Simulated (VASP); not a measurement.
# Sc2B5F (P4/mmm) in VASP: a series of runs

Runs on Sc2B5F. Level: PBE. Tasks: single point, relaxation of cell and atoms.

Program: VASP 6.6.1. These are calculated values, not measurements. Logs are shortened: lines on timing, memory, paths and dates and some standing lists are left out, and cuts for length are marked.

**1. The cell of the first run**

The structure is tetragonal, space group P4/mmm (No. 123). The conventional cell has a = 5.147 Å, b = 5.147 Å, c = 3.554 Å, α = 90.00°, β = 90.00°, γ = 90.00°. Within 3.4 Å of Sc (site symmetry mmm) lie 10 B at 2.57 to 2.63 Å and 4 F at 3.13 Å. Within 2.4 Å of B (site symmetry 4/mmm) lie 2 F at 1.78 Å. Within 2.2 Å of B (site symmetry m2m) lie 2 B at 1.63 Å. F (site symmetry 4/mmm) has 2 B at 1.78 Å within 2.4 Å.

**2. Single point, PBE**

INCAR

```
PREC = Accurate
ENCUT = 520
EDIFF = 1E-6
ISMEAR = 0
SIGMA = 0.1
LREAL = F
LASPH = T
NELM = 100
ALGO = Normal
ISIF = 2
LWAVE = F
LCHARG = F
GGA = PE
NBANDS = 32
```

KPOINTS

```
regular mesh
0
Gamma
  8 8 10
```

POSCAR

```
Sc2B5F
1.0
    5.1469363350      0.0000000000      0.0000000000
    0.0000000000      5.1469363350      0.0000000000
    0.0000000000      0.0000000000      3.5542764885
Sc B F
2 5 1
Direct
    0.0000000000      0.5000000000      0.5000000000
    0.5000000000      0.0000000000      0.5000000000
    0.0000000000      0.0000000000      0.5000000000
    0.6588063763      0.6588063763      0.0000000000
    0.3411936237      0.6588063763      0.0000000000
    0.3411936237      0.3411936237      0.0000000000
    0.6588063763      0.3411936237      0.0000000000
    0.0000000000      0.0000000000      0.0000000000
```

Potentials or basis: VASP PAW PBE potentials, release 64 (Sc_sv, B, F).

The run is started by

```console
> cat potpaw_PBE.64/Sc_sv/POTCAR potpaw_PBE.64/B/POTCAR potpaw_PBE.64/F/POTCAR > POTCAR
> mpirun -np 1 vasp_std > vasp.out
```

OUTCAR:

```text
PREC = Accurate
   ENCUT = 520
   EDIFF = 1E-6
   ISMEAR = 0
   LREAL = F
   LASPH = T
   NELM = 100
   ISIF = 2
   GGA = PE

 ion  position               nearest neighbor table
   1  0.000  0.500  0.500-   3 2.57   3 2.57   5 2.63   6 2.63   7 2.63   4 2.63   5 2.63   6 2.63
                             7 2.63   4 2.63
   2  0.500  0.000  0.500-   3 2.57   3 2.57   5 2.63   6 2.63   7 2.63   4 2.63   5 2.63   6 2.63
                             7 2.63   4 2.63
   3  0.000  0.000  0.500-   8 1.78   8 1.78   1 2.57   2 2.57   1 2.57   2 2.57
   4  0.659  0.659  0.000-   5 1.63   7 1.63   1 2.63   2 2.63   1 2.63   2 2.63
   5  0.341  0.659  0.000-   4 1.63   6 1.63   1 2.63   2 2.63   1 2.63   2 2.63
   6  0.341  0.341  0.000-   5 1.63   7 1.63   1 2.63   2 2.63   1 2.63   2 2.63
   7  0.659  0.341  0.000-   4 1.63   6 1.63   1 2.63   2 2.63   1 2.63   2 2.63
   8  0.000  0.000  0.000-   3 1.78   3 1.78

  LATTYP: Found a simple tetragonal cell.
 ALAT       =     5.1469363350
 C/A-ratio  =     0.6905615802

  Lattice vectors:

 A1 = (   5.1469363350,   0.0000000000,   0.0000000000)
 A2 = (   0.0000000000,   5.1469363350,   0.0000000000)
 A3 = (   0.0000000000,   0.0000000000,   3.5542764885)

Analysis of symmetry for initial positions (statically):
=====================================================================
 Subroutine PRICEL returns:
 Original cell was already a primitive cell.

 Routine SETGRP: Setting up the symmetry group for a
 simple tetragonal supercell.

 Subroutine GETGRP returns: Found 16 space group operations
 (whereof 16 operations were pure point group operations)
 out of a pool of 16 trial point group operations.

The static configuration has the point symmetry D_4h.

Analysis of symmetry for dynamics (positions and initial velocities):
=====================================================================
 Subroutine PRICEL returns:
 Original cell was already a primitive cell.

 Routine SETGRP: Setting up the symmetry group for a
 simple tetragonal supercell.

 Subroutine GETGRP returns: Found 16 space group operations
 (whereof 16 operations were pure point group operations)
 out of a pool of 16 trial point group operations.

The dynamic configuration has the point symmetry D_4h.

 Subroutine INISYM returns: Found 16 space group operations
 (whereof 16 operations are pure point group operations),
 and found     1 'primitive' translations

----------------------------------------------------------------------------------------

                                     Primitive cell
[... 106 lines left out ...]
   NSW    =      0    number of steps for IOM
   IBRION =     -1    ionic relax: 0-MD 1-quasi-New 2-CG
   NFREE  =      0    steps in history (QN), initial steepest desc. (CG)
   ISIF   =      2    stress and relaxation
   ISYM   =      2    0-nonsym 1-usesym 2-fastsym
   POTIM  = 0.5000    time-step for ionic-motion
   TEBEG  =    0.0;   TEEND  =   0.0 temperature during run
   PSTRESS=    0.0 pullay stress
   NELECT =      44.0000    total number of electrons
   NUPDOWN=      -1.0000    fix difference up-down
   EMIN   =  10.00;   EMAX   =-10.00  energy-range for DOS
   EFERMI =   0.00;   METHOD = LEGACY
   ISMEAR =     0;   SIGMA  =   0.10  broadening in eV -4-tet -1-fermi 0-gaus
   EFERMI_NEDOS =   21; number of points for ismear=-14 and -15
   IALGO  =     38    algorithm
   IMIX   =      4    mixing-type and parameters
     AMIX     =   0.40;   BMIX     =  1.00
     AMIX_MAG =   1.60;   BMIX_MAG =  1.00
  volume/ion in A,a.u.               =      11.77        79.42
  Fermi-wavevector in a.u.,A,eV,Ry     =   1.270407  2.400721 21.958895  1.613933
  Thomas-Fermi vector in A             =   2.403396
   LORBIT       =      0    0 simple, 1 ext, 2 COOP (PROOUT), +10 PAW based schemes
   GGA     = PE    functional components
   LHFCALC =     F    Hartree Fock is set to
   AEXX    =    0.0000 exact exchange contribution
   IVDW    =     0    specifies the selected vdW correction
   LEPSILON=     F    determine dielectric tensor
   LRPA    =     F    only Hartree local field effects (RPA)
 non-spin polarized calculation
 Gauss-broadening in eV      SIGMA  =   0.10
  energy-cutoff  :      520.00
  volume of cell :       94.16
 maximum number of plane-waves:      2565
 NGX is ok and might be reduce to    40
   NGX = 19   NGY = 19   NGZ = 13

 number of electron      44.0000007 magnetization

 Free energy of the ion-electron system (eV)
  ---------------------------------------------------
  ext. energy  EPLUGINS =         0.00000000
  ---------------------------------------------------
  free energy    TOTEN  =       -45.47718455 eV

  energy without entropy =      -45.45974400  energy(sigma->0) =      -45.46846428

 E-fermi :   4.4797     XC(G=0): -10.7980

 val. band max:        4.4663817032   @ k =   0.3750   0.1250   0.3000
 cond. band min:       4.4803564921   @ k =   0.5000   0.3750   0.1000
 fundamental gap:      0.0139747888
 Fermi energy:         4.4796657083

 k-point     1 :       0.0000    0.0000    0.0000
  band No.  band energies     occupation
      1     -44.7589      2.00000
      2     -44.7482      2.00000
      3     -23.4636      2.00000
      4     -23.4460      2.00000
      5     -23.3997      2.00000
      6     -23.3997      2.00000
[... 829 lines left out ...]
     31       8.2084      0.00000
     32       8.5718      0.00000

 [... further k-points ...]
[... 5 lines left out ...]
  --------------------------------------------------------------------------------------
  -------------------------------------------------------------------------------------
  Total        0.0386117      0.0386117      0.0455543      0.0000000      0.0000000      0.0000000
  in kB        0.6570227      0.6570227      0.7751599      0.0000000      0.0000000      0.0000000
  external PRESSURE =       0.6964018 kB  Pullay stress =       0.0000000 kB

 VOLUME and BASIS-vectors are now :
 -----------------------------------------------------------------------------
  energy-cutoff  :      520.00
  volume of cell :       94.16
      direct lattice vectors                 reciprocal lattice vectors
     5.146936335  0.000000000  0.000000000     0.194290338  0.000000000  0.000000000
     0.000000000  5.146936335  0.000000000     0.000000000  0.194290338  0.000000000
     0.000000000  0.000000000  3.554276489     0.000000000  0.000000000  0.281351213

 POSITION                                       TOTAL-FORCE (eV/Angst)
 -----------------------------------------------------------------------------------
      0.00000      2.57347      1.77714         0.000000      0.000000      0.000000
      2.57347      0.00000      1.77714         0.000000      0.000000      0.000000
      0.00000      0.00000      1.77714         0.000000      0.000000      0.000000
      3.39083      3.39083      0.00000         0.008818      0.008818      0.000000
      1.75610      3.39083      0.00000        -0.008818      0.008818      0.000000
      1.75610      1.75610      0.00000        -0.008818     -0.008818      0.000000
      3.39083      1.75610      0.00000         0.008818     -0.008818     -0.000000
      0.00000      0.00000      0.00000         0.000000      0.000000      0.000000
 -----------------------------------------------------------------------------------
    total drift:                               -0.000000     -0.000000     -0.000000

  FREE ENERGIE OF THE ION-ELECTRON SYSTEM (eV)
  ---------------------------------------------------
  free  energy   TOTEN  =       -45.4771845487 eV

  energy  without entropy=      -45.4597440015  energy(sigma->0) =      -45.46846428
```

Run time: 1.8 min. Hardware: 1 thread of Intel Xeon 6975P-C (Granite Rapids), shared host; peak memory 0.36 GiB.

What came out:

```
Free energy            : -45.4772 eV
Pressure               : 0.1 GPa
Largest force          : 0.012 eV/Å
Band gap on the k mesh : zero (band 22 reaches 5.35 eV, above the bottom of band 23 at 3.69 eV)
```

Forces in eV/Å, atoms in the order of the input:
```
Sc   0.000  0.000  0.000
Sc   0.000  0.000  0.000
B    0.000  0.000  0.000
B    0.009  0.009  0.000
B   -0.009  0.009  0.000
B   -0.009 -0.009  0.000
B    0.009 -0.009  0.000
F    0.000  0.000  0.000
```

**3. Single point, PBE**

INCAR

```
SYSTEM = Sc2B5F
PREC     = Accurate       ! precision mode
ENCUT    = 520            ! plane-wave cutoff, eV
EDIFF    = 1E-6           ! SCF threshold, eV
ISMEAR   = 0              ! smearing method
SIGMA    = 0.1            ! smearing width, eV
LREAL    = .False.        ! projectors in reciprocal space
LASPH    = .True.         ! aspherical terms in the spheres
NELM     = 100            ! most SCF steps
ALGO     = Normal         ! electronic algorithm
ISIF     = 2              ! what is computed and relaxed
LWAVE    = .False.        ! write WAVECAR
LCHARG   = .False.        ! write CHGCAR
GGA      = PE             ! functional
NBANDS   = 32             ! bands
```

KPOINTS

```
Automatic mesh
0
Gamma
  4 4 6
  0 0 0
```

POSCAR

```
Sc2B5F
1.0
    5.1505093947      0.0000000000      0.0000000000
    0.0000000000      5.1505093947      0.0000000000
    0.0000000000      0.0000000000      3.5529341866
Sc B F
2 5 1
Direct
    0.0000000000      0.5000000000      0.5000000000
    0.5000000000      0.0000000000      0.5000000000
    0.0000000000      0.0000000000      0.5000000000
    0.6587776890      0.6587776890      0.0000000000
    0.3412223110      0.6587776890      0.0000000000
    0.3412223110      0.3412223110      0.0000000000
    0.6587776890      0.3412223110      0.0000000000
    0.0000000000      0.0000000000      0.0000000000
```

Potentials or basis: VASP PAW PBE potentials, release 64 (Sc_sv, B, F).

The run is started by

```console
> cat potpaw_PBE.64/Sc_sv/POTCAR potpaw_PBE.64/B/POTCAR potpaw_PBE.64/F/POTCAR > POTCAR
> mpirun -np 1 vasp_std > vasp.out
```

It took 33 s on 1 thread of Intel Xeon 6975P-C (Granite Rapids), shared host; peak memory 0.23 GiB.

It converged, with:

```
Free energy            : -45.4776 eV
Pressure               : 0.0 GPa
Largest force          : 0.011 eV/Å
Band gap on the k mesh : zero (band 22 reaches 5.34 eV, above the bottom of band 23 at 3.83 eV)
```

Forces on the atoms (eV/Å):
```
Sc   0.000  0.000  0.000
Sc   0.000  0.000  0.000
B    0.000  0.000  0.000
B    0.008  0.008  0.000
B   -0.008  0.008  0.000
B   -0.008 -0.008  0.000
B    0.008 -0.008  0.000
F    0.000  0.000  0.000
```

Levels at points of the mesh, in eV from the Fermi level:
| k point | band 20 | band 21 | band 22 | band 23 | band 24 | band 25 |
| --- | --- | --- | --- | --- | --- | --- |
| (0.00, 0.00, 0.00) | -1.85 | -0.12 | -0.12 | 0.54 | 0.54 | 0.87 |
| (0.50, 0.00, 0.00) | -1.43 | 0.14 | 0.17 | 0.43 | 0.84 | 1.30 |
| (0.50, 0.50, 0.00) | -0.97 | -0.97 | -0.21 | 0.98 | 0.98 | 1.66 |
| (0.00, 0.00, 0.50) | -1.30 | -1.07 | -0.23 | 0.09 | 0.46 | 0.46 |
| (0.50, 0.00, 0.50) | -1.13 | -1.03 | -0.91 | -0.67 | -0.52 | 0.10 |
| (0.50, 0.50, 0.50) | -2.81 | -2.22 | -0.42 | 0.02 | 0.02 | 1.67 |

**4. Relaxation of cell and atoms, PBE**

This run uses another cell than the first one, of 10.38 Å³/atom, 0.882 times its volume.

INCAR

```
SYSTEM = Sc2B5F
ALGO     = Normal         ! electronic algorithm
EDIFF    = 1E-7           ! SCF threshold, eV
EDIFFG   = -0.04          ! ionic threshold
ENCUT    = 600            ! plane-wave cutoff, eV
GGA      = PE             ! functional
IBRION   = 2              ! ionic algorithm
ISIF     = 3              ! what is computed and relaxed
ISMEAR   = 0              ! smearing method
LASPH    = .True.         ! aspherical terms in the spheres
LCHARG   = .False.        ! write CHGCAR
LREAL    = .False.        ! projectors in reciprocal space
LWAVE    = .False.        ! write WAVECAR
NELM     = 100            ! most SCF steps
NSW      = 90             ! ionic steps
PREC     = Accurate       ! precision mode
SIGMA    = 0.1            ! smearing width, eV
```

KPOINTS

```
k-points
0
Gamma
  4 4 6
  0 0 0
```

POSCAR

```
Sc2B5F
1.0
    4.9245616900      0.0000000000      0.0000000000
    0.0000000000      4.9245616900      0.0000000000
    0.0000000000      0.0000000000      3.4257147500
Sc B F
2 5 1
Direct
    0.0000000000      0.5000000000      0.5000000000
    0.5000000000      0.0000000000      0.5000000000
    0.0000000000      0.0000000000      0.5000000000
    0.7794817100      0.7794817100      0.0000000000
    0.2205182900      0.7794817100      0.0000000000
    0.2205182900      0.2205182900      0.0000000000
    0.7794817100      0.2205182900      0.0000000000
    0.0000000000      0.0000000000      0.0000000000
```

The run is started by

```console
> cat potpaw_PBE.64/Sc_sv/POTCAR potpaw_PBE.64/B/POTCAR potpaw_PBE.64/F/POTCAR > POTCAR
> mpirun -np 1 vasp_std > vasp.out
```

It took 9.9 min on 1 thread of Intel Xeon 6975P-C (Granite Rapids), shared host; peak memory 0.24 GiB.

Results (log left out):

- Free energy: -45.4737 eV
- Relaxed volume: 11.78 Å³/atom
- Relaxed cell: a = 5.146 Å, b = 5.146 Å, c = 3.559 Å, α = 90.00°, β = 90.00°, γ = 90.00°
- Space group after relaxing (to 0.05 Å): P4/mmm (No. 123)
- Energy gained by relaxing: 1175.4 meV/atom
- Ionic steps: 25
- Pressure after relaxing: 0.1 GPa
- Largest force after relaxing: 0.028 eV/Å
- Band gap on the k mesh: zero (band 22 reaches 5.35 eV, above the bottom of band 23 at 3.83 eV)

Forces on the atoms (eV/Å):
```
Sc   0.000  0.000  0.000
Sc   0.000  0.000  0.000
B    0.000  0.000  0.000
B    0.019  0.019  0.000
B   -0.019  0.019  0.000
B   -0.019 -0.019  0.000
B    0.019 -0.019  0.000
F    0.000  0.000  0.000
```

Stress tensor (GPa, compression positive):
```
 0.17  0.00  0.00
 0.00  0.17  0.00
 0.00  0.00 -0.05
```

The path:
```tsv
step	energy change (eV)	largest force (eV/Å)	pressure (GPa)	volume (Å³)
1	0.0000	3.8851	33.73	83.08
2	-2.5352	0.7239	-10.37	112.23
3	-2.7488	1.0671	-3.95	103.94
4	-3.0669	1.1749	-2.72	100.71
5	-4.1584	2.2512	2.51	91.39
6	-6.8994	2.4008	35.62	74.44
7	-6.9419	2.1117	36.63	74.27
8	-6.9907	1.0942	40.03	73.75
9	-7.0653	1.0637	39.13	74.03
10	-7.2800	0.9744	36.54	74.86
11	-7.6698	0.8140	31.68	76.53
12	-8.3042	0.5443	23.11	79.96
13	-9.0625	0.0838	10.03	87.12
14	-9.0009	1.3239	-4.80	102.68
15	-9.2486	0.7911	1.07	94.84
16	-9.2523	0.7245	1.93	93.94
17	-9.2878	0.3727	0.94	94.25
18	-9.3192	0.2893	-0.95	94.87
19	-9.3193	0.3400	-1.10	94.92
20	-9.3335	0.3225	-0.91	94.75
21	-9.3675	0.2701	-0.31	94.23
22	-9.3960	0.1523	1.06	93.12
23	-9.3961	0.1428	1.16	93.04
24	-9.4021	0.0393	0.50	93.76
25	-9.4032	0.0276	0.09	94.23
```

Final structure:
```xyz
8
Lattice="5.1459 0.0000 0.0000 0.0000 5.1459 0.0000 0.0000 0.0000 3.5586" Properties=species:S:1:pos:R:3 pbc="T T T"
Sc    0.0000    2.5730    1.7793
Sc    2.5730    0.0000    1.7793
B     0.0000    0.0000    1.7793
B     3.3902    3.3902    0.0000
B     1.7557    3.3902    0.0000
B     1.7557    1.7557    0.0000
B     3.3902    1.7557    0.0000
F     0.0000    0.0000    0.0000
```

Levels at points of the mesh, in eV from the Fermi level:
```csv
k point,band 19,band 20,band 21,band 22,band 23,band 24,band 25,band 26
"(0.00, 0.00, 0.00)",-2.30,-1.87,-0.13,-0.13,0.54,0.54,0.86,2.66
"(0.50, 0.00, 0.00)",-1.78,-1.42,0.14,0.17,0.44,0.85,1.29,1.58
"(0.50, 0.50, 0.00)",-1.77,-0.97,-0.97,-0.20,0.99,0.99,1.65,2.16
"(0.00, 0.00, 0.50)",-1.30,-1.30,-1.09,-0.22,0.10,0.47,0.47,2.21
"(0.50, 0.00, 0.50)",-1.67,-1.13,-1.03,-0.90,-0.67,-0.51,0.10,2.42
"(0.50, 0.50, 0.50)",-2.98,-2.81,-2.22,-0.43,0.02,0.02,1.68,2.68
```

**5. Summary**

| task | cell | k mesh | cutoff (eV) | gap on the mesh (eV) | pressure (GPa) | largest force (eV/Å) |
| --- | --- | --- | --- | --- | --- | --- |
| single point | a = 5.147, b = 5.147, c = 3.554 Å, 8 atoms | 8 × 8 × 10 | 520 | none | 0.1 | 0.01 |
| single point | a = 5.151, b = 5.151, c = 3.553 Å, 8 atoms | 4 × 4 × 6 | 520 | none | 0.0 | 0.01 |
| relaxation of cell and atoms | relaxed from a = 4.925, b = 4.925, c = 3.426 Å, 8 atoms | 4 × 4 × 6 | 600 | none | 0.1 | 0.03 |

Alike in all rows: level PBE; potentials or basis VASP PAW PBE potentials, release 64 (Sc_sv, B, F); no spin polarisation; smearing gaussian 0.1 eV.

Total energies depend on the potentials used, so only differences within one code and one set of settings carry meaning.
